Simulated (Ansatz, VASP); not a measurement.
HC4: VASP beside Ansatz

Contents of INCAR:

```
SYSTEM = HC4
ALGO     = Normal         ! electronic algorithm
DIPOL    = 0.5 0.5 0.234
EDIFF    = 1E-6           ! SCF threshold, eV
ENCUT    = 520            ! plane-wave cutoff, eV
GGA      = PE             ! functional
GGA_COMPAT= .FALSE.      
IDIPOL   = 3            
ISIF     = 2              ! what is computed and relaxed
ISMEAR   = 0              ! smearing method
IVDW     = 12             ! dispersion correction
LASPH    = .TRUE.         ! aspherical terms in the spheres
LCHARG   = .FALSE.        ! write CHGCAR
LDIPOL   = .TRUE.       
LREAL    = .FALSE.        ! projectors in reciprocal space
LWAVE    = .FALSE.        ! write WAVECAR
NBANDS   = 28             ! bands
NELM     = 120            ! most SCF steps
NELMDL   = -8           
PREC     = Accurate       ! precision mode
SIGMA    = 0.1            ! smearing width, eV
```

The input KPOINTS:

```
k-points
0
G
  6 6 1
  0 0 0
```

Contents of POSCAR:

```
HC4
1.0
    4.9314379192      0.0000000000      0.0000000000
   -2.4657189596      4.2707505152      0.0000000000
    0.0000000000      0.0000000000     18.0000000000
C H
8 2
Direct
    0.1666666667      0.3333333333      0.2222222222
    0.1666666667      0.8333333333      0.2222222222
    0.6666666667      0.3333333333      0.2222222222
    0.6666666667      0.8333333333      0.2222222222
    0.3333333333      0.1666666667      0.2222222222
    0.3333333333      0.6666666667      0.2222222222
    0.8333333333      0.1666666667      0.2222222222
    0.8333333333      0.6666666667      0.2222222222
    0.1227633763      0.3772366237      0.2827777778
    0.2105699570      0.2894300430      0.2827777778
```

Input for Ansatz:

```yaml
crystal:
  lattice:
    - [4.9314379195, 0.0, 0.0]
    - [-2.4657189597, 4.2707505154, 0.0]
    - [0.0, 0.0, 18.0]
  atoms:
    - { symbol: C, position: [0.1666666667, 0.3333333333, 0.2222222222] }
    - { symbol: C, position: [0.1666666667, 0.8333333333, 0.2222222222] }
    - { symbol: C, position: [0.6666666667, 0.3333333333, 0.2222222222] }
    - { symbol: C, position: [0.6666666667, 0.8333333333, 0.2222222222] }
    - { symbol: C, position: [0.3333333333, 0.1666666667, 0.2222222222] }
    - { symbol: C, position: [0.3333333333, 0.6666666667, 0.2222222222] }
    - { symbol: C, position: [0.8333333333, 0.1666666667, 0.2222222222] }
    - { symbol: C, position: [0.8333333333, 0.6666666667, 0.2222222222] }
    - { symbol: H, position: [0.1227633763, 0.3772366237, 0.2827777778] }
    - { symbol: H, position: [0.210569957, 0.289430043, 0.2827777778] }
basis:
  ecutwfc: 420
kpoints:
  mp_grid: { grid: [6, 6, 1] }
hamiltonian:
  xc: pbe
  dispersion: d3bj
scf:
  occupations: { method: gaussian, width: 0.1 }
output:
  forces: true
  eigenvalues: true
efield:
  axis: 3
  dipole_correction: true
  ramp_width: 0.04
```

Alike in both runs: task single point; functional PBE; dispersion D3(BJ); k mesh 6 × 6 × 1; occupations gaussian, width 0.1 eV; no spin polarisation.

|  | VASP | Ansatz |
| --- | --- | --- |
| version | VASP 6.6.1 | Ansatz 0.2.0 |
| potentials or method | VASP PAW PBE potentials, release 64 (C, H), cutoff 520 eV | scalar-relativistic, plane waves, PAW |
| valence electrons in the cell | 34 | 34 |

```csv
,VASP,Ansatz,Ansatz less VASP
gap on the k mesh at the Fermi level (eV),0.46,0.46,+0.004
least direct gap on the mesh (eV),0.72,0.72,+0.003
rms of the force components (eV/Å),2.197,2.186,-0.0114
```

Atom by atom the forces differ by 0.016 eV/Å (rms over components).
